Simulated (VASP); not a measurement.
# Ag (Fm-3m) in VASP: further runs

Ag is run at these levels: PBEsol; tasks: single point.

All numbers are computed with VASP 6.6.1; they aren't measurements. Logs are shortened: lines on timing, memory, paths and dates and some standing lists are left out, and cuts for length are marked.

### 1 The cell of the first run

Symmetry: Fm-3m, No. 225, cubic system. The conventional cell has a = 4.054 Å, b = 4.054 Å, c = 4.054 Å, α = 90.00°, β = 90.00°, γ = 90.00°. Within 3.8 Å of Ag (site symmetry m-3m) lie 12 Ag at 2.87 Å.

### 2 Single point, PBEsol

Contents of INCAR:

```
  ALGO = Normal
  EDIFF = 1E-6
  ENCUT = 520
  GGA = PS
  ISIF = 2
  ISMEAR = -1
  LASPH = T
  LCHARG = F
  LREAL = F
  LWAVE = F
  NBANDS = 12
  NELM = 80
  PREC = Accurate
  SIGMA = 0.1
```

Contents of KPOINTS:

```
k-points
0
Gamma
  16 16 16
```

Contents of POSCAR:

```
Ag
1.0
    0.0000000000      2.0271489574      2.0271489574
    2.0271489574      0.0000000000      2.0271489574
    2.0271489574      2.0271489574      0.0000000000
Ag
1
Direct
    0.0000000000      0.0000000000      0.0000000000
```

Potentials or basis: VASP PAW PBE potentials, release 64 (Ag).

Started as:

```bash
$ cat potpaw_PBE.64/Ag/POTCAR > POTCAR
$ mpirun -np 1 vasp_std > vasp.out
```

OUTCAR:

```text
EDIFF = 1E-6
   ENCUT = 520
   GGA = PS
   ISIF = 2
   ISMEAR = -1
   LASPH = T
   LREAL = F
   NELM = 80
   PREC = Accurate

 ion  position               nearest neighbor table
   1  0.000  0.000  0.000-

  LATTYP: Found a face centered cubic cell.
 ALAT       =     4.0542979148

  Lattice vectors:

 A1 = (   0.0000000000,   2.0271489574,   2.0271489574)
 A2 = (   2.0271489574,   0.0000000000,   2.0271489574)
 A3 = (   2.0271489574,   2.0271489574,   0.0000000000)

Analysis of symmetry for initial positions (statically):
=====================================================================
 Subroutine PRICEL returns:
 Original cell was already a primitive cell.

 Routine SETGRP: Setting up the symmetry group for a
 face centered cubic supercell.

 Subroutine GETGRP returns: Found 48 space group operations
 (whereof 48 operations were pure point group operations)
 out of a pool of 48 trial point group operations.

The static configuration has the point symmetry O_h .

Analysis of symmetry for dynamics (positions and initial velocities):
=====================================================================
 Subroutine PRICEL returns:
 Original cell was already a primitive cell.

 Routine SETGRP: Setting up the symmetry group for a
 face centered cubic supercell.

 Subroutine GETGRP returns: Found 48 space group operations
 (whereof 48 operations were pure point group operations)
 out of a pool of 48 trial point group operations.

The dynamic configuration has the point symmetry O_h .

 Subroutine INISYM returns: Found 48 space group operations
 (whereof 48 operations are pure point group operations),
 and found     1 'primitive' translations

----------------------------------------------------------------------------------------

                                     Primitive cell

  volume of cell :      16.6605

  direct lattice vectors                    reciprocal lattice vectors
     0.000000000  2.027148957  2.027148957    -0.246651830  0.246651830  0.246651830
     2.027148957  0.000000000  2.027148957     0.246651830 -0.246651830  0.246651830
     2.027148957  2.027148957  0.000000000     0.246651830  0.246651830 -0.246651830

  length of vectors
     2.866821549  2.866821549  2.866821549     0.427213501  0.427213501  0.427213501

  position of ions in fractional coordinates (direct lattice)
     0.000000000  0.000000000  0.000000000

  ion indices of the primitive-cell ions
   primitive index   ion index
                 1           1

----------------------------------------------------------------------------------------

 KPOINTS: k-points

Automatic generation of k-mesh.
 Grid dimensions read from file:
 generate k-points for:   16   16   16

 Generating k-lattice:

  Cartesian coordinates                     Fractional coordinates (reciprocal lattice)
    -0.015415739  0.015415739  0.015415739     0.062500000  0.000000000  0.000000000
     0.015415739 -0.015415739  0.015415739     0.000000000  0.062500000  0.000000000
     0.015415739  0.015415739 -0.015415739     0.000000000  0.000000000  0.062500000

  Length of vectors
     0.026700844  0.026700844  0.026700844

  Shift w.r.t. Gamma in fractional coordinates (k-lattice)
     0.000000000  0.000000000  0.000000000

 Subroutine IBZKPT returns following result:
 ===========================================

 Found    145 irreducible k-points:

 Following reciprocal coordinates:
            Coordinates               Weight
  0.000000  0.000000  0.000000      1.000000
  0.062500  0.000000  0.000000      8.000000
  0.125000  0.000000  0.000000      8.000000
  0.187500  0.000000  0.000000      8.000000
  0.250000  0.000000  0.000000      8.000000
  0.312500  0.000000  0.000000      8.000000
[... 16 lines left out ...]
 -0.125000  0.062500  0.000000     24.000000
 -0.062500  0.062500  0.000000     12.000000
 [... further k-points ...]
   k-points           NKPTS =    145   k-points in BZ     NKDIM =    145   number of bands    NBANDS=     12
   number of dos      NEDOS =    301   number of ions     NIONS =      1
   total plane-waves  NPLWV =  13824
   dimension x,y,z NGX =    24 NGY =   24 NGZ =   24
   dimension x,y,z NGXF=    48 NGYF=   48 NGZF=   48
   ions per type =               1
   NGX,Y,Z   is equivalent  to a cutoff of  13.92, 13.92, 13.92 a.u.
   NGXF,Y,Z  is equivalent  to a cutoff of  27.84, 27.84, 27.84 a.u.
 SYSTEM =  unknown system
   PREC   = accura    normal or accurate (medium, high low for compatibility)
   ISTART =      0    job   : 0-new  1-cont  2-samecut
   ICHARG =      2    charge: 1-file 2-atom 10-const
   ISPIN  =      1    spin polarized calculation?
   LNONCOLLINEAR =      F non collinear calculations
   LSORBIT =      F    spin-orbit coupling
   LASPH  =      T    aspherical Exc in radial PAW
   ENCUT  =  520.0 eV  38.22 Ry    6.18 a.u.   5.33  5.33  5.33*2*pi/ulx,y,z
   NELM   =     80;   NELMIN=  2; NELMDL= -5     # of ELM steps
   EDIFF  = 0.1E-05   stopping-criterion for ELM
   LREAL  =      F    real-space projection
   EDIFFG = 0.1E-04   stopping-criterion for IOM
   NSW    =      0    number of steps for IOM
   IBRION =     -1    ionic relax: 0-MD 1-quasi-New 2-CG
   NFREE  =      0    steps in history (QN), initial steepest desc. (CG)
   ISIF   =      2    stress and relaxation
   ISYM   =      2    0-nonsym 1-usesym 2-fastsym
   POTIM  = 0.5000    time-step for ionic-motion
   TEBEG  =    0.0;   TEEND  =   0.0 temperature during run
   PSTRESS=    0.0 pullay stress
   NELECT =      11.0000    total number of electrons
   NUPDOWN=      -1.0000    fix difference up-down
   EMIN   =  10.00;   EMAX   =-10.00  energy-range for DOS
   EFERMI =   0.00;   METHOD = LEGACY
   ISMEAR =    -1;   SIGMA  =   0.10  broadening in eV -4-tet -1-fermi 0-gaus
   EFERMI_NEDOS =   21; number of points for ismear=-14 and -15
   IALGO  =     38    algorithm
   IMIX   =      4    mixing-type and parameters
     AMIX     =   0.40;   BMIX     =  1.00
     AMIX_MAG =   1.60;   BMIX_MAG =  1.00
  volume/ion in A,a.u.               =      16.66       112.43
  Fermi-wavevector in a.u.,A,eV,Ry     =   1.425531  2.693863 27.648933  2.032139
  Thomas-Fermi vector in A             =   2.545905
   LORBIT       =      0    0 simple, 1 ext, 2 COOP (PROOUT), +10 PAW based schemes
   GGA     = PS    functional components
   LHFCALC =     F    Hartree Fock is set to
   AEXX    =    0.0000 exact exchange contribution
   IVDW    =     0    specifies the selected vdW correction
   LEPSILON=     F    determine dielectric tensor
   LRPA    =     F    only Hartree local field effects (RPA)
 non-spin polarized calculation
  energy-cutoff  :      520.00
  volume of cell :       16.66
 maximum number of plane-waves:       464
 NGX is ok and might be reduce to    24
   NGX = 11   NGY = 11   NGZ = 11

 number of electron      11.0000001 magnetization

 Free energy of the ion-electron system (eV)
  ---------------------------------------------------
  ext. energy  EPLUGINS =         0.00000000
  ---------------------------------------------------
  free energy    TOTEN  =        -3.31453337 eV

  energy without entropy =       -3.30640081  energy(sigma->0) =       -3.31046709

 E-fermi :   8.5064     XC(G=0): -12.5508

 val. band max:        8.5010489932   @ k =   0.5000   0.1875   0.0625
 cond. band min:       8.5081160146   @ k =   0.4375   0.3750   0.0000
 fundamental gap:      0.0070670213
 Fermi energy:         8.5063517623

 k-point     1 :       0.0000    0.0000    0.0000
  band No.  band energies     occupation
      1       0.5536      2.00000
      2       3.7010      2.00000
      3       3.7010      2.00000
      4       3.7010      2.00000
      5       4.7916      2.00000
      6       4.7916      2.00000
      7      24.5905      0.00000
      8      28.3004      0.00000
      9      28.3004      0.00000
     10      28.3004      0.00000
     11      33.1788      0.00000
     12      34.4589      0.00000

 k-point     2 :       0.0625    0.0000    0.0000
  band No.  band energies     occupation
      1       0.6782      2.00000
      2       3.6708      2.00000
      3       3.7364      2.00000
      4       3.7364      2.00000
      5       4.7778      2.00000
      6       4.7778      2.00000
      7      24.6246      0.00000
      8      27.2779      0.00000
      9      28.3614      0.00000
     10      28.3614      0.00000
     11      33.2775      0.00000
     12      34.2908      0.00000

 k-point     3 :       0.1250    0.0000    0.0000
  band No.  band energies     occupation
      1       1.0343      2.00000
      2       3.6055      2.00000
      3       3.8244      2.00000
      4       3.8244      2.00000
      5       4.7546      2.00000
      6       4.7546      2.00000
      7      24.2086      0.00000
      8      25.7838      0.00000
      9      28.5056      0.00000
     10      28.5056      0.00000
     11      32.2617      0.00000
     12      33.7221      0.00000
[... 286 lines left out ...]
 k-point    23 :      -0.1250    0.0625    0.0000
  band No.  band energies     occupation
      1       1.2976      2.00000
      2       3.5267      2.00000
      3       3.8876      2.00000
      4       3.9133      2.00000
      5       4.6379      2.00000
      6       4.8682      2.00000
      7      23.7728      0.00000
      8      25.1581      0.00000
      9      27.5923      0.00000
     10      29.5351      0.00000
     11      31.0903      0.00000
     12      33.7301      0.00000

 k-point    24 :      -0.0625    0.0625    0.0000
  band No.  band energies     occupation
      1       0.8810      2.00000
      2       3.6093      2.00000
      3       3.7850      2.00000
      4       3.8143      2.00000
      5       4.7074      2.00000
      6       4.8126      2.00000
      7      24.6216      0.00000
      8      26.3108      0.00000
      9      27.7190      0.00000
     10      28.9114      0.00000
     11      32.4411      0.00000
     12      34.3871      0.00000

 [... further k-points ...]
[... 5 lines left out ...]
  --------------------------------------------------------------------------------------
  -------------------------------------------------------------------------------------
  Total       -0.0234877     -0.0234877     -0.0234877      0.0000000      0.0000000     -0.0000000
  in kB       -2.2587324     -2.2587324     -2.2587324      0.0000000      0.0000000     -0.0000000
  external PRESSURE =      -2.2587324 kB  Pullay stress =       0.0000000 kB

 VOLUME and BASIS-vectors are now :
 -----------------------------------------------------------------------------
  energy-cutoff  :      520.00
  volume of cell :       16.66
      direct lattice vectors                 reciprocal lattice vectors
     0.000000000  2.027148957  2.027148957    -0.246651830  0.246651830  0.246651830
     2.027148957  0.000000000  2.027148957     0.246651830 -0.246651830  0.246651830
     2.027148957  2.027148957  0.000000000     0.246651830  0.246651830 -0.246651830

 POSITION                                       TOTAL-FORCE (eV/Angst)
 -----------------------------------------------------------------------------------
      0.00000      0.00000      0.00000        -0.000000     -0.000000      0.000000
 -----------------------------------------------------------------------------------
    total drift:                               -0.000000      0.000000      0.000000

  FREE ENERGIE OF THE ION-ELECTRON SYSTEM (eV)
  ---------------------------------------------------
  free  energy   TOTEN  =        -3.3145333680 eV

  energy  without entropy=       -3.3064008078  energy(sigma->0) =       -3.31046709
```

It took 16 s on 1 thread of AMD EPYC 9R45 (Zen 5), shared host; peak memory 0.12 GiB.

What came out:

- Free energy: -3.3145 eV
- Pressure: -0.2 GPa

Caveat: the PAW data sets were made with another functional, which shifts forces and pressure a little.

(Continued in part 2 of 2.)
